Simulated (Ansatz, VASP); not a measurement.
**One calculation of Mn, two programs**

Contents of INCAR:

```
SYSTEM = Mn
ALGO = Normal
EDIFF = 1E-6
ENCUT = 520
GGA = PE
ISIF = 2
ISMEAR = -1
ISPIN = 2
LASPH = .TRUE.
LCHARG = .TRUE.
LELF = .TRUE.
LMAXMIX = 4
LORBIT = 11
LREAL = .FALSE.
LVHAR = .TRUE.
LWAVE = .FALSE.
MAGMOM = -0.839
NBANDS = 16
NELM = 150
PREC = Accurate
SIGMA = 0.05
```

Contents of KPOINTS:

```
k-points
0
G
  18 18 18
  0 0 0
```

The input POSCAR:

```
Mn
1.0
   -1.4338295291      1.4338295291      1.4338295291
    1.4338295291     -1.4338295291      1.4338295291
    1.4338295291      1.4338295291     -1.4338295291
Mn
1
Direct
    0.0000000000      0.0000000000      0.0000000000
```

Input for Ansatz:

```yaml
crystal:
  lattice:
    - [-1.4338295291, 1.4338295291, 1.4338295291]
    - [1.4338295291, -1.4338295291, 1.4338295291]
    - [1.4338295291, 1.4338295291, -1.4338295291]
  atoms:
    - { symbol: Mn, position: [0.0, 0.0, 0.0], spin: -0.839 }
hamiltonian:
  xc: pbe
  pseudopotentials:
    kind: paw
    azcp:
      Mn: "pseudopotentials/Mn.paw.azcp"
basis:
  ecutwfc: 420
  fft_grid_basis: typed
kpoints:
  mp_grid: { grid: [18, 18, 18], shift: [0, 0, 0] }
magnetization:
  spin_polarized: true
scf:
  occupations: { method: fermi_dirac, width: 0.05 }
  lower_state_search: "off"
output:
  stress: true
```

Alike in both runs: task single point; functional PBE; k mesh 18 × 18 × 18; occupations fermi-dirac, width 0.05 eV; collinear spin.

|  | VASP | Ansatz |
| --- | --- | --- |
| version | VASP 6.6.1 | Ansatz 0.2.0 |
| potentials or method | VASP PAW PBE potentials, release 64 (Mn_pv), cutoff 520 eV | plane waves (420 eV) with PAW, scalar-relativistic |
| valence electrons in the cell | 13 | 15 |

VASP gave:

```
pressure (GPa)                                                : -15.4
net moment per atom (μB)                                      : 1.03
size of the moment on the site where the two differ most (μB) : 1.04
```

Problem. What did Ansatz give for the same quantities?

Solution. Pressure (GPa): -15.5; net moment per atom (μB): 1.02; size of the moment on the site where the two differ most (μB): 1.02.

Site moments also hang on the region over which each program counts them. The functional is the same, so the differences come from potentials, cutoffs and numerics. VASP's potentials hold 13 valence electrons a cell and Ansatz's 15, so a difference there can come from the potentials and not from the codes.
